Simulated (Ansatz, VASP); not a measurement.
Mo in VASP and in Ansatz

```
Mo
1.0
     2.77395    0.00000    0.00000
    -1.38698    2.40231    0.00000
     0.00000    0.00000    9.65160
Mo
4
Direct
  0.00000 0.00000 0.00000
  0.00000 0.00000 0.50000
  0.33333 0.66667 0.25000
  0.66667 0.33333 0.75000
```

Alike in both runs: functional PBE; k mesh 13 × 13 × 4; occupations fermi-dirac, width 0.1 eV; no spin polarisation.

Ansatz relaxed the structure, and its values are those at the end. VASP's run is a single point on that final structure, the one shown.

|  | VASP | Ansatz |
| --- | --- | --- |
| version | VASP 6.6.1 | Ansatz 0.2.0 |
| potentials or method | VASP PAW PBE potentials, release 64 (Mo_sv), cutoff 520 eV | plane waves (420 eV) with PAW, scalar-relativistic |
| valence electrons in the cell | 56 | 56 |

Ansatz gave:

```
pressure (GPa) : 0.0
```

Task: Which values does VASP return?

Result: Pressure (GPa): 0.5.

With one functional, cell and mesh, what is left measures potentials, basis and numerics.
